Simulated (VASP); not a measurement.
Input of a VASP 6.6.1 run:

Contents of INCAR:

```
  ALGO = Normal
  EDIFF = 1E-6
  ENCUT = 520
  GGA = PE
  ISIF = 2
  ISMEAR = 0
  LASPH = True
  LCHARG = False
  LREAL = False
  LWAVE = False
  NBANDS = 11
  NELM = 100
  PREC = Accurate
  SIGMA = 0.01
```

The input KPOINTS:

```
k-points
0
Gamma
  8 8 8
```

Contents of POSCAR:

```
Si
1.0
    0.0000000000      2.7221197380      2.7221197380
    2.7221197380      0.0000000000      2.7221197380
    2.7221197380      2.7221197380      0.0000000000
Si
2
Direct
    0.2500000000      0.2500000000      0.2500000000
    0.0000000000      0.0000000000      0.0000000000
```

Potentials or basis: VASP PAW PBE potentials, release 64 (Si).

Launch:

```sh
$ cat potpaw_PBE.64/Si/POTCAR > POTCAR
$ mpirun -np 1 vasp_std > vasp.out
```

Problem. Predict the band gap on the k mesh.

Solution. 0.63 eV, indirect (least direct gap 2.56 eV).

Problem. What does it give for the pressure?

Solution. 1.2 GPa.

A k mesh can miss the band edges. As with any semilocal functional, this PBE gap is likely too small.
